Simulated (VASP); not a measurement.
# H6C3NO (P-1) in VASP: single point with PBE

Aim: the single point of H6C3NO with PBE.

Everything below comes from runs of VASP 6.6.1. Logs are shortened: lines on timing, memory, paths and dates and some standing lists are left out, and cuts for length are marked.

## 1. The cell of the first run

The typed cell holds 22 atoms: a = 5.183 Å, b = 6.043 Å, c = 7.137 Å, α = 74.82°, β = 89.26°, γ = 76.94°.

## 2. Single point, PBE

INCAR reads:

```
ALGO = Normal ; EDIFF = 1E-7
ENCUT = 520 ; GGA = PE
ISIF = 2 ; ISMEAR = 0
LASPH = True ; LCHARG = False
LREAL = Auto ; LWAVE = False
NBANDS = 46 ; NELM = 80
PREC = Accurate ; SIGMA = 0.02
```

KPOINTS reads:

```
k-points
0
Gamma
  4 4 4
```

POSCAR reads:

```
H6C3NO
1.0
    5.1818202309     -0.0241364035     -0.0953287006
    1.3867854698      5.8710719657     -0.3510325505
    0.2272539793      2.2738497108      6.7607407890
H C N O
12 6 2 2
Direct
    0.7385798124      0.7387983590      0.9649882823
    0.2614201876      0.2612016410      0.0350117177
    0.6643880742     -0.0000675139      0.7756470119
    0.3356119258      1.0000675139      0.2243529881
    0.1314856610      0.0457728469      0.8033594814
    0.8685143390      0.9542271531      0.1966405186
    0.2108544993      0.7800938941      0.9890383057
    0.7891455007      0.2199061059      0.0109616943
    0.7659093827      0.5392790226      0.5215460540
    0.2340906173      0.4607209774      0.4784539460
    0.5253328524      0.6800844590      0.6555942526
    0.4746671476      0.3199155410      0.3444057474
    0.9119410226      0.7066965465      0.6980914029
    0.0880589774      0.2933034535      0.3019085971
    0.8268639725      0.8488709787      0.8447981903
    0.1731360275      0.1511290213      0.1552018097
    0.0481752030      0.9327837660      0.9242243578
    0.9518247970      0.0672162340      0.0757756422
    0.7181788995      0.6415054120      0.6178989328
    0.2818211005      0.3584945880      0.3821010672
    0.1488456541      0.6517149585      0.6555816425
    0.8511543459      0.3482850415      0.3444183575
```

Potentials or basis: VASP PAW PBE potentials, release 64 (H, C, N, O).

Launch:

```bash
$ cat potpaw_PBE.64/H/POTCAR potpaw_PBE.64/C/POTCAR potpaw_PBE.64/N/POTCAR potpaw_PBE.64/O/POTCAR > POTCAR
$ mpirun -np 1 vasp_std > vasp.out
```

OUTCAR:

```text
EDIFF = 1E-7
   ENCUT = 520
   GGA = PE
   ISIF = 2
   ISMEAR = 0
   LASPH = True
   LREAL = Auto
   NELM = 80
   PREC = Accurate

 ion  position               nearest neighbor table
   1  0.739  0.739  0.965-  15 1.10
   2  0.261  0.261  0.035-  16 1.10
   3  0.664  1.000  0.776-  15 1.10
   4  0.336  0.000  0.224-  16 1.10
   5  0.131  0.046  0.803-  17 1.10
   6  0.869  0.954  0.197-  18 1.10
   7  0.211  0.780  0.989-  17 1.10
   8  0.789  0.220  0.011-  18 1.10
   9  0.766  0.539  0.522-  19 1.03
  10  0.234  0.461  0.478-  20 1.03
  11  0.525  0.680  0.656-  19 1.02
  12  0.475  0.320  0.344-  20 1.02
  13  0.912  0.707  0.698-  21 1.25  19 1.34  15 1.52
  14  0.088  0.293  0.302-  22 1.25  20 1.34  16 1.52
  15  0.827  0.849  0.845-   3 1.10   1 1.10  13 1.52  17 1.52
  16  0.173  0.151  0.155-   4 1.10   2 1.10  14 1.52  18 1.52
  17  0.048  0.933  0.924-   7 1.10   5 1.10  15 1.52  18 1.53
  18  0.952  0.067  0.076-   8 1.10   6 1.10  16 1.52  17 1.53
  19  0.718  0.642  0.618-  11 1.02   9 1.03  13 1.34
  20  0.282  0.358  0.382-  12 1.02  10 1.03  14 1.34
  21  0.149  0.652  0.656-  13 1.25
  22  0.851  0.348  0.344-  14 1.25

  LATTYP: Found a triclinic cell.
 ALAT       =    14.0962416533
 B/A-ratio  =     0.6246525061
 C/A-ratio  =     1.3473328510
 COS(alpha) =     0.0044470161
 COS(beta)  =     0.5925061186
 COS(gamma) =     0.8032580974

  Lattice vectors:

 A1 = (  11.5231719523,   3.5489494479,  -7.3024307407)
 A2 = (   6.5686057007,   5.8469355622,  -0.4463612511)
 A3 = (   8.5223470334, -10.4670441943, -13.3611064287)

Analysis of symmetry for initial positions (statically):
=====================================================================
 Subroutine PRICEL returns:
 Original cell was already a primitive cell.

 Routine SETGRP: Setting up the symmetry group for a
 triclinic supercell.

 Subroutine GETGRP returns: Found  2 space group operations
 (whereof  2 operations were pure point group operations)
 out of a pool of  2 trial point group operations.

The static configuration has the point symmetry S_2 .

Analysis of symmetry for dynamics (positions and initial velocities):
=====================================================================
 Subroutine PRICEL returns:
 Original cell was already a primitive cell.

 Routine SETGRP: Setting up the symmetry group for a
 triclinic supercell.

 Subroutine GETGRP returns: Found  2 space group operations
 (whereof  2 operations were pure point group operations)
 out of a pool of  2 trial point group operations.

The dynamic configuration has the point symmetry S_2 .

 Subroutine INISYM returns: Found  2 space group operations
 (whereof  2 operations are pure point group operations),
 and found     1 'primitive' translations

----------------------------------------------------------------------------------------

                                     Primitive cell

  volume of cell :     209.8718

  direct lattice vectors                    reciprocal lattice vectors
     5.181820231 -0.024136404 -0.095328701     0.192931983 -0.045053545  0.008667753
     1.386785470  5.871071966 -0.351032550    -0.000255314  0.167028634 -0.056168399
     0.227253979  2.273849711  6.760740789     0.002707149  0.008037224  0.145118616

  length of vectors
     5.182753229  6.042837398  7.136501446     0.198312133  0.176220086  0.145366222

  position of ions in fractional coordinates (direct lattice)
     0.738579812  0.738798359  0.964988282
     0.261420188  0.261201641  0.035011718
     0.664388074  0.999932486  0.775647012
     0.335611926  0.000067514  0.224352988
     0.131485661  0.045772847  0.803359481
     0.868514339  0.954227153  0.196640519
[... 14 lines left out ...]
     0.148845654  0.651714959  0.655581643
     0.851154346  0.348285041  0.344418357

  ion indices of the primitive-cell ions
   primitive index   ion index
                 1           1
                 2           2
                 3           3
                 4           4
                 5           5
                 6           6
[... 14 lines left out ...]
                21          21
                22          22

----------------------------------------------------------------------------------------

 KPOINTS: k-points

Automatic generation of k-mesh.
 Grid dimensions read from file:
 generate k-points for:    4    4    4

 Generating k-lattice:

  Cartesian coordinates                     Fractional coordinates (reciprocal lattice)
     0.048232996 -0.011263386  0.002166938     0.250000000  0.000000000 -0.000000000
    -0.000063828  0.041757158 -0.014042100     0.000000000  0.250000000  0.000000000
     0.000676787  0.002009306  0.036279654    -0.000000000 -0.000000000  0.250000000

  Length of vectors
     0.049578033  0.044055022  0.036341555

  Shift w.r.t. Gamma in fractional coordinates (k-lattice)
     0.000000000  0.000000000  0.000000000

 Subroutine IBZKPT returns following result:
 ===========================================

 Found     36 irreducible k-points:

 Following reciprocal coordinates:
            Coordinates               Weight
  0.000000  0.000000  0.000000      1.000000
  0.250000 -0.000000  0.000000      2.000000
  0.500000 -0.000000  0.000000      1.000000
  0.000000  0.250000  0.000000      2.000000
  0.250000  0.250000 -0.000000      2.000000
  0.500000  0.250000 -0.000000      2.000000
[... 16 lines left out ...]
 -0.000000 -0.250000  0.250000      2.000000
  0.250000 -0.250000  0.250000      2.000000
 [... further k-points ...]
   k-points           NKPTS =     36   k-points in BZ     NKDIM =     36   number of bands    NBANDS=     46
   number of dos      NEDOS =    301   number of ions     NIONS =     22
   total plane-waves  NPLWV = 103680
   dimension x,y,z NGX =    40 NGY =   48 NGZ =   54
   dimension x,y,z NGXF=    80 NGYF=   96 NGZF=  108
   ions per type =              12   6   2   2
   NGX,Y,Z   is equivalent  to a cutoff of  12.83, 13.21, 12.58 a.u.
   NGXF,Y,Z  is equivalent  to a cutoff of  25.66, 26.41, 25.16 a.u.
 SYSTEM =  unknown system
   PREC   = accura    normal or accurate (medium, high low for compatibility)
   ISTART =      0    job   : 0-new  1-cont  2-samecut
   ICHARG =      2    charge: 1-file 2-atom 10-const
   ISPIN  =      1    spin polarized calculation?
   LNONCOLLINEAR =      F non collinear calculations
   LSORBIT =      F    spin-orbit coupling
   LASPH  =      T    aspherical Exc in radial PAW
   ENCUT  =  520.0 eV  38.22 Ry    6.18 a.u.   9.64 11.24 13.27*2*pi/ulx,y,z
   NELM   =     80;   NELMIN=  2; NELMDL= -5     # of ELM steps
   EDIFF  = 0.1E-06   stopping-criterion for ELM
   LREAL  =      T    real-space projection
   EDIFFG = 0.1E-05   stopping-criterion for IOM
   NSW    =      0    number of steps for IOM
   IBRION =     -1    ionic relax: 0-MD 1-quasi-New 2-CG
   NFREE  =      0    steps in history (QN), initial steepest desc. (CG)
   ISIF   =      2    stress and relaxation
   ISYM   =      2    0-nonsym 1-usesym 2-fastsym
   POTIM  = 0.5000    time-step for ionic-motion
   TEBEG  =    0.0;   TEEND  =   0.0 temperature during run
   PSTRESS=    0.0 pullay stress
   NELECT =      58.0000    total number of electrons
   NUPDOWN=      -1.0000    fix difference up-down
   EMIN   =  10.00;   EMAX   =-10.00  energy-range for DOS
   EFERMI =   0.00;   METHOD = LEGACY
   ISMEAR =     0;   SIGMA  =   0.02  broadening in eV -4-tet -1-fermi 0-gaus
   EFERMI_NEDOS =   21; number of points for ismear=-14 and -15
   IALGO  =     38    algorithm
   IMIX   =      4    mixing-type and parameters
     AMIX     =   0.40;   BMIX     =  1.00
     AMIX_MAG =   1.60;   BMIX_MAG =  1.00
  volume/ion in A,a.u.               =       9.54        64.38
  Fermi-wavevector in a.u.,A,eV,Ry     =   1.066349  2.015108 15.471192  1.137101
  Thomas-Fermi vector in A             =   2.201931
   LORBIT       =      0    0 simple, 1 ext, 2 COOP (PROOUT), +10 PAW based schemes
   GGA     = PE    functional components
   LHFCALC =     F    Hartree Fock is set to
   AEXX    =    0.0000 exact exchange contribution
   IVDW    =     0    specifies the selected vdW correction
   LEPSILON=     F    determine dielectric tensor
   LRPA    =     F    only Hartree local field effects (RPA)
 non-spin polarized calculation
 Gauss-broadening in eV      SIGMA  =   0.02
  energy-cutoff  :      520.00
  volume of cell :      209.87
 maximum number of plane-waves:      5669
 NGX is ok and might be reduce to    40
   NGX = 19   NGY = 23   NGZ = 27

 number of electron      58.0000003 magnetization

 Free energy of the ion-electron system (eV)
  ---------------------------------------------------
  ext. energy  EPLUGINS =         0.00000000
  ---------------------------------------------------
  free energy    TOTEN  =      -130.84032207 eV

  energy without entropy =     -130.84032207  energy(sigma->0) =     -130.84032207

 E-fermi :  -1.5588     XC(G=0):  -7.5202

 val. band max:       -1.7133871567   @ k =   0.0000   0.5000   0.0000
 cond. band min:       2.6977287624   @ k =   0.0000   0.5000   0.5000
 fundamental gap:      4.4111159191
 Fermi energy:        -1.5588303870

 k-point     1 :       0.0000    0.0000    0.0000
  band No.  band energies     occupation
      1     -21.7320      2.00000
      2     -21.6183      2.00000
      3     -18.0487      2.00000
      4     -17.9679      2.00000
      5     -15.8133      2.00000
      6     -14.3961      2.00000
[... 33 lines left out ...]
     40       7.9772      0.00000
     41       8.2313      0.00000

 k-point     2 :       0.2500   -0.0000    0.0000
  band No.  band energies     occupation
      1     -21.7089      2.00000
      2     -21.5997      2.00000
      3     -18.1472      2.00000
      4     -18.0262      2.00000
      5     -15.7878      2.00000
      6     -14.3806      2.00000
[... 957 lines left out ...]
     40       7.8717      0.00000
     41       8.0703      0.00000

 k-point    24 :       0.2500   -0.2500    0.2500
  band No.  band energies     occupation
      1     -21.7013      2.00000
      2     -21.6067      2.00000
      3     -18.1477      2.00000
      4     -18.0246      2.00000
      5     -15.7909      2.00000
      6     -14.3903      2.00000
[... 33 lines left out ...]
     40       8.0218      0.00000
     41       8.2819      0.00000

 [... further k-points ...]

 [bands above 41 left out]

------------------------ aborting loop because EDIFF is reached ----------------------------------------

  FORCE on cell =-STRESS in cart. coord.  units (eV):
  Direction    XX          YY          ZZ          XY          YZ          ZX
  --------------------------------------------------------------------------------------
  -------------------------------------------------------------------------------------
  Total        0.6613343      0.0468962     -0.1512290     -0.2419316      0.0405887     -0.1519715
  in kB        5.0486753      0.3580087     -1.1544937     -1.8469242      0.3098568     -1.1601617
  external PRESSURE =       1.4173968 kB  Pullay stress =       0.0000000 kB

 VOLUME and BASIS-vectors are now :
 -----------------------------------------------------------------------------
  energy-cutoff  :      520.00
  volume of cell :      209.87
      direct lattice vectors                 reciprocal lattice vectors
     5.181820231 -0.024136404 -0.095328701     0.192931983 -0.045053545  0.008667753
     1.386785470  5.871071966 -0.351032550    -0.000255314  0.167028634 -0.056168399
     0.227253979  2.273849711  6.760740789     0.002707149  0.008037224  0.145118616

 POSITION                                       TOTAL-FORCE (eV/Angst)
 -----------------------------------------------------------------------------------
      5.07104      6.51395      6.19429        -0.013712     -0.008476      0.019100
      1.72482      1.60684      0.12009         0.013712      0.008476     -0.019100
      5.00570      7.61834      4.82960        -0.015212      0.015638     -0.010908
      1.79016      0.50244      1.48478         0.015212     -0.015638      0.010908
      0.92738      2.09228      5.40270         0.013549      0.008482     -0.018555
      5.86848      6.02850      0.91168        -0.013549     -0.008482      0.018555
[... 14 lines left out ...]
      1.82406      5.31337      4.18926         0.344764     -0.126105     -0.086440
      4.97180      2.80742      2.12512        -0.344764      0.126105      0.086440
 -----------------------------------------------------------------------------------
    total drift:                               -0.000000     -0.000000     -0.000000

  FREE ENERGIE OF THE ION-ELECTRON SYSTEM (eV)
  ---------------------------------------------------
  free  energy   TOTEN  =      -130.8403220694 eV

  energy  without entropy=     -130.8403220694  energy(sigma->0) =     -130.84032207
```

Run time: 23 min. Hardware: 1 thread of AMD EPYC 7R43 (Zen 3), shared host; peak memory 0.37 GiB.

What came out:

```yaml
Free_energy: -130.8403 eV
Pressure: 0.1 GPa
Largest_force: 0.377 eV/Å
Band_gap_on_the_k_mesh: 4.41 eV (least direct gap 4.49 eV)
```

Forces on the atoms (eV/Å):
```
H   -0.014 -0.008  0.019
H    0.014  0.008 -0.019
H   -0.015  0.016 -0.011
H    0.015 -0.016  0.011
H    0.014  0.008 -0.019
H   -0.014 -0.008  0.019
H    0.016 -0.016  0.009
H   -0.016  0.016 -0.009
H   -0.009  0.011  0.006
H    0.009 -0.011 -0.006
H    0.011 -0.009 -0.007
H   -0.011  0.009  0.007
C   -0.300  0.116  0.079
C    0.300 -0.116 -0.079
C   -0.012 -0.002 -0.006
C    0.012  0.002  0.006
C    0.009 -0.001 -0.001
C   -0.009  0.001  0.001
N   -0.051 -0.024 -0.015
N    0.051  0.024  0.015
O    0.345 -0.126 -0.086
O   -0.345  0.126  0.086
```

Caveat: this functional lacks dispersion, which holds the molecules together, so the pressure and a relaxed volume are unreliable.
